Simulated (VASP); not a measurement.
Input of a VASP 6.6.1 run:

File INCAR:

```
PREC = Accurate
ENCUT = 520
EDIFF = 1E-7
ISMEAR = -1
SIGMA = 0.02
LREAL = False
LASPH = True
NELM = 60
ALGO = Normal
ISIF = 2
LWAVE = False
LCHARG = False
GGA = PE
NBANDS = 16
```

KPOINTS

```
Automatic mesh
0
Gamma
  8 6 8
```

POSCAR

```
Si
1.0
   -2.7354715901      2.7354715901      0.0000000000
    0.0000000000      0.0000000000      5.4709431802
    2.7354715901      2.7354715901      0.0000000000
Si
4
Direct
    0.5000000000      0.3750000000      0.2500000000
    0.0000000000      0.8750000000      0.7500000000
    0.0000000000      0.1250000000      0.2500000000
    0.5000000000      0.6250000000      0.7500000000
```

Potentials or basis: VASP PAW PBE potentials, release 64 (Si).

Run with:

```sh
$ cat potpaw_PBE.64/Si/POTCAR > POTCAR
$ mpirun -np 1 vasp_std > vasp.out
```

(1) Estimate the pressure.

(2) Predict the band gap on the k mesh.

Answers

(1) -0.1 GPa.

(2) 0.61 eV.
